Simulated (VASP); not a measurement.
A run of VASP 6.6.1 is set up as follows.

Contents of INCAR:

```
PREC = Accurate ; ENCUT = 520
EDIFF = 1E-7 ; ISMEAR = -1
SIGMA = 0.02 ; LREAL = False
LASPH = True ; NELM = 80
ALGO = Normal ; ISIF = 2
LWAVE = False ; LCHARG = False
GGA = PE ; IVDW = 13
NBANDS = 16
```

File KPOINTS:

```
regular mesh
0
Gamma
  12 12 4
```

POSCAR

```
BN
1.0
    2.5070607924      0.0000000000      0.0000000000
   -1.2535303962      2.1711783351      0.0000000000
    0.0000000000      0.0000000000      6.5543561411
B N
2 2
Direct
    0.3333333333      0.6666666667      0.2500000000
    0.6666666667      0.3333333333      0.7500000000
    0.3333333333      0.6666666667      0.7500000000
    0.6666666667      0.3333333333      0.2500000000
```

Potentials or basis: VASP PAW PBE potentials, release 64 (B, N).

The run is started by

```console
$ cat potpaw_PBE.64/B/POTCAR potpaw_PBE.64/N/POTCAR > POTCAR
$ mpirun -np 1 vasp_std > vasp.out
```

(1) What does it give for the band gap on the k mesh?

(2) Predict the pressure.

(3) What does it give for the dispersion energy per atom?

Answers

(1) 4.24 eV, indirect (least direct gap 4.63 eV).

(2) 0.1 GPa.

(3) -0.163 eV.
